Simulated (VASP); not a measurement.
Input of a VASP 6.6.1 run:

Contents of INCAR:

```
ALGO     = Normal         # electronic algorithm
EDIFF    = 1E-6           # SCF threshold, eV
EDIFFG   = -0.01          # ionic threshold
ENCUT    = 600            # plane-wave cutoff, eV
GGA      = PE             # functional
IBRION   = 2              # ionic algorithm
ISIF     = 3              # what is computed and relaxed
ISMEAR   = 0              # smearing method
LASPH    = T              # aspherical terms in the spheres
LCHARG   = F              # write CHGCAR
LREAL    = F              # projectors in reciprocal space
LWAVE    = F              # write WAVECAR
NELM     = 60             # most SCF steps
NSW      = 100            # ionic steps
PREC     = Accurate       # precision mode
SIGMA    = 0.02           # smearing width, eV
```

The input KPOINTS:

```
k-points
0
Gamma
  12 12 12
```

Contents of POSCAR:

```
SnO
1.0
    3.1575173600      0.0000000000      0.0000000000
    0.0000000000      3.1575173600      0.0000000000
    0.0000000000      0.0000000000      3.1575173600
Sn O
1 1
Direct
    0.0000000000      0.0000000000      0.0000000000
    0.5000000000      0.5000000000      0.5000000000
```

Potentials or basis: VASP PAW PBE potentials, release 64 (Sn_d, O).

Launch:

```console
$ cat potpaw_PBE.64/Sn_d/POTCAR potpaw_PBE.64/O/POTCAR > POTCAR
$ mpirun -np 1 vasp_std > vasp.out
```

Task: Estimate the relaxed cell.

Result: a = 3.131 Å, b = 3.131 Å, c = 3.131 Å, α = 90.00°, β = 90.00°, γ = 90.00°.

Task: Predict the space group after relaxing (to 0.1 Å).

Result: Pm-3m (No. 221).

Task: Estimate the band gap on the k mesh.

Result: Zero (bands 10 and 11 overlap by 0.09 eV).

Task: What does it give for the relaxed volume?

Result: 15.34 Å³/atom.

The path:
| step | energy change (eV) | largest force (eV/Å) | pressure (GPa) | volume (Å³) |
| --- | --- | --- | --- | --- |
| 1 | 0.0000 | 0.0000 | -2.41 | 31.48 |
| 2 | -0.0054 | 0.0000 | 0.83 | 30.41 |
| 3 | -0.0061 | 0.0000 | 0.00 | 30.68 |

Caveat: semilocal functionals underestimate gaps, so a narrow gap can read as zero; spin-orbit coupling is left out, which moves the levels of the heavy elements.
